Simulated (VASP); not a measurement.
Wanted: the native input for a VASP 6.6.1 run.

```yaml
Task: single point
Functional: LDA
Potentials_or_basis: VASP PAW LDA potentials, release 64 (C)
Cutoff: 520 eV
k_mesh: 6 × 6 × 6
Occupations: fermi-dirac, width 0.1 eV
Spin: no spin polarisation
Dipole_correction: no
Further_INCAR_settings: ALGO = Normal; EDIFF = 1e-07; NBANDS = 26
```

The structure of C lies in POSCAR:

```
C
1.0
   -2.4217200000      2.4217200000      2.4217200000
    2.4217200000     -2.4217200000      2.4217200000
    2.4217200000      2.4217200000     -2.4217200000
C
8
Direct
    0.3253070000      0.0000000000      0.0000000000
    0.6746930000      0.6746930000      0.6746930000
    0.0000000000      0.3253070000      0.0000000000
    0.0000000000      0.0000000000      0.3253070000
    0.0000000000      0.6746930000      0.0000000000
    0.3253070000      0.3253070000      0.3253070000
    0.6746930000      0.0000000000      0.0000000000
    0.0000000000      0.0000000000      0.6746930000
```

These files were run (other wordings do the same):

INCAR

```
PREC     = Accurate       # precision mode
ENCUT    = 520            # plane-wave cutoff, eV
EDIFF    = 1E-7           # SCF threshold, eV
ISMEAR   = -1             # smearing method
SIGMA    = 0.1            # smearing width, eV
LREAL    = F              # projectors in reciprocal space
LASPH    = T              # aspherical terms in the spheres
NELM     = 60             # most SCF steps
ALGO     = Normal         # electronic algorithm
ISIF     = 2              # what is computed and relaxed
LWAVE    = F              # write WAVECAR
LCHARG   = F              # write CHGCAR
NBANDS   = 26             # bands
```

KPOINTS

```
Automatic mesh
0
Gamma
  6 6 6
```

Potentials or basis: VASP PAW LDA potentials, release 64 (C).

The run is started by

```console
$ cat potpaw_LDA.64/C/POTCAR > POTCAR
$ mpirun -np 1 vasp_std > vasp.out
```

It gave:

```
Pressure               : -3.6 GPa
Largest force          : 0.038 eV/Å
Band gap on the k mesh : 2.89 eV, indirect (least direct gap 3.79 eV)
```

Wall time 18 s on 1 thread of Intel Xeon 8259CL (shared host), peak memory 0.15 GiB.
